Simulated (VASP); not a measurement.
A run of VASP 6.6.1 is set up as follows.

File INCAR:

```
ALGO = Fast
EDIFF = 1E-7
ENCUT = 520
GGA = PE
ISIF = 2
ISMEAR = 0
LASPH = True
LCHARG = True
LELF = True
LREAL = False
LVHAR = True
LWAVE = False
NBANDS = 18
NELM = 100
PREC = Accurate
SIGMA = 0.1
```

Contents of KPOINTS:

```
k-points
0
Gamma
  16 16 16
```

POSCAR

```
Ta
1.0
    3.4518248856      0.0000000000      0.0000000000
    0.0000000000      3.4518248856      0.0000000000
    0.0000000000      0.0000000000      3.1505800362
Ta
2
Direct
    0.0000000000      0.0000000000      0.0000000000
    0.5000000000      0.5000000000      0.5000000000
```

Potentials or basis: VASP PAW PBE potentials, release 64 (Ta_pv).

Run with:

```bash
$ cat potpaw_PBE.64/Ta_pv/POTCAR > POTCAR
$ mpirun -np 1 vasp_std > vasp.out
```

**Question.** Predict the band gap on the k mesh.

**Answer.** Zero (bands 11 and 12 overlap by 2.69 eV).

**Question.** What does it give for the pressure?

**Answer.** -4.1 GPa.

Stress tensor (GPa, compression positive):
```
-6.21  0.00  0.00
 0.00 -6.21  0.00
 0.00  0.00  0.02
```

Caveat: the cell differs from its parent crystal (biaxial strain in the a-b plane: +4.0 %, then relaxed in part); the cell stands under tension; spin-orbit coupling is left out, which moves the levels of the heavy elements.
